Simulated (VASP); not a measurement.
Here is a VASP 6.6.1 calculation.

INCAR

```
PREC = Accurate ; ENCUT = 600
EDIFF = 1E-6 ; ISMEAR = -1
SIGMA = 0.05 ; LREAL = F
LASPH = T ; NELM = 150
ALGO = Normal ; ISIF = 3
LWAVE = F ; LCHARG = F
LMAXMIX = 4 ; LDAU = T
LDAUTYPE = 2 ; LDAUL = 2 -1
LDAUU = 3 0 ; LDAUJ = 0 0
LDAUPRINT = 1 ; GGA = PE
IBRION = 2 ; NSW = 60
EDIFFG = -0.01
```

KPOINTS

```
Automatic mesh
0
Gamma
  10 10 10
```

POSCAR

```
CuO
1.0
    2.5525506100      0.0000000000      0.0000000000
    0.0000000000      2.5525506100      0.0000000000
    0.0000000000      0.0000000000      2.5525506100
Cu O
1 1
Direct
    0.0000000000      0.0000000000      0.0000000000
    0.5000000000      0.5000000000      0.5000000000
```

Potentials or basis: VASP PAW PBE potentials, release 64 (Cu, O).

Run with:

```bash
$ cat potpaw_PBE.64/Cu/POTCAR potpaw_PBE.64/O/POTCAR > POTCAR
$ mpirun -np 1 vasp_std > vasp.out
```

**Question.** What does it give for the relaxed cell?

**Answer.** a = 2.627 Å, b = 2.627 Å, c = 2.627 Å, α = 90.00°, β = 90.00°, γ = 90.00°.

**Question.** What does it give for the space group after relaxing (to 0.1 Å)?

**Answer.** Pm-3m (No. 221).

**Question.** What does it give for the band gap on the k mesh?

**Answer.** Zero (an odd number of electrons rules out a gap without spin polarisation).

Eigenvalues of the final occupation matrices:
```tsv
site	spin	trace	eigenvalues
site 1 d	1	4.64	0.91 0.91 0.91 0.96 0.96
site 1 d	2	4.64	0.91 0.91 0.91 0.96 0.96
```

Caveat: an odd number of electrons without spin polarisation forces a metal; a magnetic or distorted state may lie lower; U without spin polarisation on a metal has little footing.
